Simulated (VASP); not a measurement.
The system is Ir.

```
CELL_PARAMETERS angstrom
2.47612 0.00000 0.00000
0.00000 2.47612 0.00000
0.00000 0.00000 2.47612
ATOMIC_POSITIONS crystal
Ir 0.00000 0.00000 0.00000
```

* Program: VASP 6.6.1
* Task: relaxation of cell and atoms
* Functional: PBEsol
* Potentials or basis: VASP PAW PBE potentials, release 64 (Ir)
* Cutoff: 600 eV
* k mesh: 17 × 17 × 17
* Occupations: fermi-dirac, width 0.05 eV
* Spin: no spin polarisation

At the start: pressure 26.6 GPa; volume 15.18 Å³/atom.

How do energy, volume and symmetry change on relaxing?

Over 19 steps the energy falls by 95.6 meV/atom and the volume is 16.43 Å³/atom (+8.2 %); space group Pm-3m (No. 221, to 0.05 Å).

The path:
```
step  energy change (eV)  largest force (eV/Å)  pressure (GPa)  volume (Å³)
   1              0.0000                0.0000           26.55        15.18
   2              0.6680                0.0000          -37.30        21.41
   3             -0.0943                0.0000           -2.56        16.58
   4             -0.0956                0.0000           -0.34        16.45
   5             -0.0956                0.0000            0.11        16.42
   6             -0.0956                0.0000            0.12        16.42
   7             -0.0956                0.0000            0.12        16.42
   8             -0.0956                0.0000            0.11        16.42
   9             -0.0956                0.0000            0.11        16.42
  10             -0.0956                0.0000            0.11        16.42
  11             -0.0956                0.0000            0.11        16.42
  12             -0.0956                0.0000            0.11        16.42
  13             -0.0956                0.0000            0.11        16.42
  14             -0.0956                0.0000            0.11        16.42
  15             -0.0956                0.0000            0.11        16.42
  16             -0.0956                0.0000            0.11        16.42
  17             -0.0956                0.0000            0.10        16.42
  18             -0.0956                0.0000            0.10        16.42
  19             -0.0956                0.0000            0.03        16.43
```

Final structure:
```yaml
crystal:
  lattice:
    - [2.54203, 0.00000, 0.00000]
    - [0.00000, 2.54203, 0.00000]
    - [0.00000, 0.00000, 2.54203]
  atoms:
    - { symbol: Ir, position: [0.00000, 0.00000, 0.00000] }
```

Caveat: the PAW data sets were made with another functional, which shifts forces and pressure a little.
